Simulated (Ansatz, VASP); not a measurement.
## MgO: VASP beside Ansatz

```
Mg O
1.0
     2.98164    0.00000    0.00000
    -1.49082    2.58217    0.00000
     0.00000    0.00000   10.07871
Mg O
4 4
Direct
  0.66667 0.33333 0.87805
  0.33333 0.66667 0.12195
  0.33333 0.66667 0.37805
  0.66667 0.33333 0.62195
  0.00000 0.00000 0.00000
  0.00000 0.00000 0.50000
  0.66667 0.33333 0.25000
  0.33333 0.66667 0.75000
```

Alike in both runs: functional PBE; k mesh 6 × 6 × 2; occupations gaussian, width 0.1 eV; no spin polarisation.

Ansatz relaxed the structure, and its values are those at the end. VASP's run is a single point on that final structure, the one shown.

|  | VASP | Ansatz |
| --- | --- | --- |
| version | VASP 6.6.1 | Ansatz 0.2.0 |
| potentials or method | VASP PAW PBE potentials, release 64 (Mg, O), cutoff 520 eV | scalar-relativistic, plane waves, PAW |
| valence electrons in the cell | 32 | 64 |

Ansatz gave:

| Item | Value |
| --- | --- |
| gap on the k mesh at the Fermi level (eV) | 4.17 |
| least direct gap on the mesh (eV) | 4.17 |
| pressure (GPa) | 0.0 |

Problem. Which values does VASP return?

Solution. gap on the k mesh at the Fermi level (eV): 4.15; least direct gap on the mesh (eV): 4.15; pressure (GPa): -0.7.

The functional is the same, so the differences come from potentials, cutoffs and numerics. VASP's potentials hold 32 valence electrons a cell and Ansatz's 64, so a difference there can come from the potentials and not from the codes.
